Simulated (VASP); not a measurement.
Input of a VASP 6.6.1 run:

The input INCAR:

```
SYSTEM = GeW
ALGO = Normal ; EDIFF = 1E-7
EDIFFG = -0.005 ; ENCUT = 600
GGA = PE ; IBRION = 2
ISIF = 3 ; ISMEAR = -1
LASPH = .True. ; LCHARG = .False.
LREAL = .False. ; LWAVE = .False.
NELM = 60 ; NSW = 32
PREC = Accurate ; PSTRESS = 5200.0
SIGMA = 0.05
```

File KPOINTS:

```
k-points
0
Gamma
  14 14 14
  0 0 0
```

File POSCAR:

```
GeW
1.0
    0.0000000000      2.1427350203      2.1427350203
    2.1427350203      0.0000000000      2.1427350203
    2.1427350203      2.1427350203      0.0000000000
W Ge
1 1
Direct
    0.0000000000      0.0000000000      0.0000000000
    0.2500000000      0.2500000000      0.2500000000
```

Potentials or basis: VASP PAW PBE potentials, release 64 (W_sv, Ge_d).

The run is started by

```bash
$ cat potpaw_PBE.64/W_sv/POTCAR potpaw_PBE.64/Ge_d/POTCAR > POTCAR
$ mpirun -np 1 vasp_std > vasp.out
```

**Question.** What does it give for the space group after relaxing (to 0.05 Å)?

**Answer.** F-43m (No. 216).

**Question.** Estimate the relaxed cell.

**Answer.** a = 3.048 Å, b = 3.048 Å, c = 3.048 Å, α = 60.00°, β = 60.00°, γ = 60.00°.

**Question.** Estimate the band gap on the k mesh.

**Answer.** Zero (band 14 reaches 17.90 eV, above the bottom of band 15 at 15.64 eV).

The path:
```csv
step,energy change (eV),largest force (eV/Å),pressure (GPa),volume (Å³)
1,0.0000,0.0000,548.65,19.68
2,-12.6081,0.0000,237.78,25.12
3,-1.3013,0.0000,516.10,20.07
4,-1.1460,0.0000,519.98,20.02
```

Caveat: the cell is relaxed towards a set pressure, so the enthalpy falls and the energy may rise; spin-orbit coupling is left out, which moves the levels of the heavy elements.
